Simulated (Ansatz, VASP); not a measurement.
## FePt: VASP beside Ansatz

The input INCAR:

```
SYSTEM = FePt
PREC = Accurate ; ENCUT = 520
EDIFF = 1E-6 ; ISMEAR = -1
SIGMA = 0.05 ; LREAL = .FALSE.
LASPH = .TRUE. ; NELM = 150
ALGO = Normal ; ISIF = 2
LWAVE = .FALSE. ; LCHARG = .TRUE.
ISPIN = 2 ; MAGMOM = 0 3
LORBIT = 11 ; NUPDOWN = 3.0
LMAXMIX = 4 ; GGA = PE
LELF = .TRUE. ; LVHAR = .TRUE.
NBANDS = 20
```

File KPOINTS:

```
regular mesh
0
G
  8 8 6
  0 0 0
```

The input POSCAR:

```
FePt
1.0
    2.7235000000      0.0000000000      0.0000000000
    0.0000000000      2.7235000000      0.0000000000
    0.0000000000      0.0000000000      3.7200000000
Pt Fe
1 1
Direct
    0.5000000000      0.5000000000      0.5000000000
    0.0000000000      0.0000000000      0.0000000000
```

input.yaml

```yaml
crystal:
  lattice:
    - [2.7235, 0.0, 0.0]
    - [0.0, 2.7235, 0.0]
    - [0.0, 0.0, 3.72]
  atoms:
    - { symbol: Pt, position: [0.5, 0.5, 0.5] }
    - { symbol: Fe, position: [0.0, 0.0, 0.0], spin: 3.0 }
hamiltonian:
  xc: pbe
  pseudopotentials: { kind: paw }
magnetization:
  spin_polarized: true
  initial_magnetization: 3.0
  spin_locking: { lock_magnetization: hard }
kpoints:
  mp_grid: { grid: [8, 8, 6] }
scf:
  occupations: { method: fermi_dirac, width: 0.05 }
  lower_state_search: "off"
output:
  forces: true
  stress: true
  eigenvalues: true
  write_density: true
  write_potential: true
  elf: true
  volumetric_format: npy
```

Alike in both runs: task single point; functional PBE; k mesh 8 × 8 × 6; occupations fermi-dirac, width 0.05 eV; collinear spin; fixed moment 3 μB.

|  | VASP | Ansatz |
| --- | --- | --- |
| version | VASP 6.6.1 | Ansatz 0.2.0 |
| potentials or method | VASP PAW PBE potentials, release 64 (Pt, Fe) | Ansatz PAW |
| plane-wave cutoff (eV) | 520 | 420 |
| valence electrons in the cell | 18 | 34 |

```tsv
	VASP	Ansatz	Ansatz less VASP
pressure (GPa)	0.7	1.1	+0.34
traceless stress, the component that is largest in VASP (GPa)	2.09	2.12	+0.023
net moment per atom (μB)	1.50	1.50	0.000
size of the moment on the site where the two differ most (μB)	0.23	0.29	+0.063
```

Site moments also hang on the region over which each program counts them. The functional is the same, so the differences come from potentials, cutoffs and numerics. VASP's potentials hold 18 valence electrons a cell and Ansatz's 34, so a difference there can come from the potentials and not from the codes.

Neither program's run includes spin-orbit coupling.
